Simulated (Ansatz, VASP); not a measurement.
# One calculation of Sr, two programs

The input INCAR:

```
SYSTEM = Sr
  PREC = Accurate
  ENCUT = 500
  EDIFF = 1E-6
  ISMEAR = -1
  SIGMA = 0.6
  LREAL = .FALSE.
  LASPH = .TRUE.
  NELM = 120
  ALGO = Normal
  ISIF = 2
  LWAVE = .FALSE.
  LCHARG = .FALSE.
  NBANDS = 11
  GGA_COMPAT = .FALSE.
```

The input KPOINTS:

```
regular mesh
0
G
  9 9 9
  0 0 0
```

File POSCAR:

```
Sr
1.0
    0.0000000000      2.9028949114      2.9028949114
    2.9028949114      0.0000000000      2.9028949114
    2.9028949114      2.9028949114      0.0000000000
Sr
1
Direct
    0.0000000000      0.0000000000      0.0000000000
```

Input for Ansatz:

```yaml
crystal:
  lattice:
    - [0.0, 2.9028949114, 2.9028949114]
    - [2.9028949114, 0.0, 2.9028949114]
    - [2.9028949114, 2.9028949114, 0.0]
  atoms:
    - { symbol: Sr, position: [0.0, 0.0, 0.0] }
hamiltonian:
  xc: lda
  pseudopotentials:
    kind: paw
    azcp:
      Sr: "pseudopotentials/Sr.paw.azcp"
basis:
  ecutwfc: 420
  fft_grid_basis: typed
kpoints:
  mp_grid: { grid: [9, 9, 9], shift: [0, 0, 0] }
magnetization:
  spin_polarized: false
scf:
  occupations: { method: fermi_dirac, width: 0.6 }
  lower_state_search: "off"
output:
  stress: true
  write_density: true
  write_potential: true
  elf: true
  volumetric_format: npy
```

Alike in both runs: task single point; functional LDA; k mesh 9 × 9 × 9; occupations fermi-dirac, width 0.6 eV; no spin polarisation.

|  | VASP | Ansatz |
| --- | --- | --- |
| version | VASP 6.6.1 | Ansatz 0.2.0 |
| potentials or method | VASP PAW LDA potentials, release 64 (Sr_sv), cutoff 500 eV | plane waves (420 eV) with PAW, scalar-relativistic |
| valence electrons in the cell | 10 | 10 |

```csv
,VASP,Ansatz,Ansatz less VASP
pressure (GPa),0.5,0.5,0.00
```

Ansatz warns that its potentials were made for another functional, while VASP's fit it. LDA's correlation is that of Perdew and Zunger in VASP and of Perdew and Wang (1992) in Ansatz.
